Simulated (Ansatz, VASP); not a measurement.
**One calculation of RbAgBr2, two programs**

INCAR

```
SYSTEM = RbAgBr2
PREC = Accurate
ENCUT = 520
EDIFF = 1E-6
ISMEAR = 0
SIGMA = 0.01
LREAL = .FALSE.
LASPH = .TRUE.
NELM = 60
ALGO = Normal
ISIF = 2
LWAVE = .FALSE.
LCHARG = .FALSE.
GGA = PE
NBANDS = 25
```

Contents of KPOINTS:

```
regular mesh
0
G
  6 6 4
  0 0 0
```

The input POSCAR:

```
RbAgBr2
1.0
    4.6681294940      0.0000000000      0.0000000000
    0.0000000000      4.6681294940      0.0000000000
    0.0000000000      0.0000000000      6.5591843587
Rb Br Ag
1 2 1
Direct
    0.0000000000      0.0000000000      0.0000000000
    0.0000000000      0.0000000000      0.5000000000
    0.5000000000      0.5000000000      0.0000000000
    0.5000000000      0.5000000000      0.5000000000
```

Input for Ansatz:

```yaml
crystal:
  lattice:
    - [4.668129494, 0.0, 0.0]
    - [0.0, 4.668129494, 0.0]
    - [0.0, 0.0, 6.5591843587]
  atoms:
    - { symbol: Rb, position: [0.0, 0.0, 0.0] }
    - { symbol: Br, position: [0.0, 0.0, 0.5] }
    - { symbol: Ag, position: [0.5, 0.5, 0.5] }
    - { symbol: Br, position: [0.5, 0.5, 0.0] }
kpoints:
  mp_grid: { grid: [6, 6, 4] }
hamiltonian:
  xc: pbe
scf:
  occupations: { method: fixed }
  n_extra_bands: 5
output:
  forces: true
  stress: true
  eigenvalues: true
```

Alike in both runs: task single point; functional PBE; k mesh 6 × 6 × 4; no spin polarisation.

|  | VASP | Ansatz |
| --- | --- | --- |
| version | VASP 6.6.1 | Ansatz 0.2.0 |
| potentials or method | VASP PAW PBE potentials, release 64 (Rb_sv, Br, Ag) | plane waves, PAW |
| plane-wave cutoff (eV) | 520 | 420 |
| occupations | gaussian, width 0.01 eV | fixed |
| valence electrons in the cell | 34 | 42 |

|  | VASP | Ansatz | Ansatz less VASP |
| --- | --- | --- | --- |
| gap on the k mesh at the Fermi level (eV) | 1.25 | 1.25 | +0.002 |
| pressure (GPa) | -0.9 | -1.0 | -0.01 |

VASP's potentials hold 34 valence electrons a cell and Ansatz's 42, so a difference there can come from the potentials and not from the codes.
